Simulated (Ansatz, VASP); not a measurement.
## One calculation of SnTe, two programs

```
Sn Te
1.0
     2.24496    1.29613    3.79253
    -2.24496    1.29613    3.79253
     0.00000   -2.59226    3.79253
Sn Te
1 1
Direct
  0.99796 0.99796 0.99796
  0.52304 0.52304 0.52304
```

Alike in both runs: task single point; functional r2SCAN; k mesh 8 × 8 × 8; no spin polarisation.

```csv
,VASP,Ansatz
version,VASP 6.6.1,Ansatz 0.2.0
potentials or method,"VASP PAW PBE potentials, release 64 (Sn_d, Te)","plane waves, PAW"
plane-wave cutoff (eV),520,500
occupations,"gaussian, width 0.01 eV",fixed
valence electrons in the cell,20,30
```

Ansatz gave:

```
gap on the k mesh at the Fermi level (eV) : 0.44
pressure (GPa)                            : 0.0
rms of the force components (eV/Å)        : 0.015
```

Q: Estimate VASP's values.

A: gap on the k mesh at the Fermi level (eV): 0.44; pressure (GPa): 0.0; rms of the force components (eV/Å): 0.021.

VASP's potentials were made for PBE, not for r2SCAN. Atom by atom the forces differ by 0.006 eV/Å (rms over components). VASP's potentials hold 20 valence electrons a cell and Ansatz's 30, so a difference there can come from the potentials and not from the codes.

Spin-orbit coupling is off throughout.
